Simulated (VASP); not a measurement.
# KMgF3: single point with PBE+D3(BJ)

Crystal: KMgF3.

```
K Mg F
1.0
     4.01623    0.00000    0.00000
     0.00000    4.01623    0.00000
     0.00000    0.00000    4.01623
K Mg F
1 1 3
Direct
  0.50000 0.50000 0.50000
  0.00000 0.00000 0.00000
  0.50000 0.00000 0.00000
  0.00000 0.50000 0.00000
  0.00000 0.00000 0.50000
```

| Item | Value |
| --- | --- |
| Program | VASP 6.6.1 |
| Task | single point |
| Functional | PBE |
| Dispersion | D3(BJ) |
| Potentials or basis | VASP PAW PBE potentials, release 64 (K_sv, Mg, F) |
| Cutoff | 520 eV |
| k mesh | 6 × 6 × 6 |
| Occupations | gaussian, width 0.01 eV |
| Spin | no spin polarisation |
| Dipole correction | no |
| Further INCAR settings | ALGO = Normal; EDIFF = 1e-07; NBANDS = 24 |

The pressure is -0.4 GPa. The band gap on the k mesh is 7.13 eV, indirect (least direct gap 7.46 eV). The dispersion energy per atom is -0.163 eV.

Levels at points of the mesh, in eV from the valence-band top:
```csv
k point,band 12,band 13,band 14,band 15,band 16,band 17,band 18,band 19,band 20,band 21
"(0.00, 0.00, 0.00)",-0.60,-0.60,-0.32,-0.32,-0.32,7.13,10.05,10.05,12.18,12.18
"(0.50, 0.00, 0.00)",-0.84,-0.84,-0.83,-0.52,-0.52,9.97,10.22,11.06,12.71,12.71
"(0.50, 0.50, 0.00)",-1.00,-1.00,-0.87,-0.87,-0.02,10.78,11.59,12.42,12.42,12.74
"(0.50, 0.50, 0.50)",-1.10,-1.10,0.00,0.00,0.00,10.35,10.35,10.35,13.80,13.98
```

It took 21 s on 1 thread of Intel(R) Xeon(R) Platinum 8488C (Sapphire Rapids) (shared host), peak memory 0.19 GiB.

A k mesh can miss the band edges.
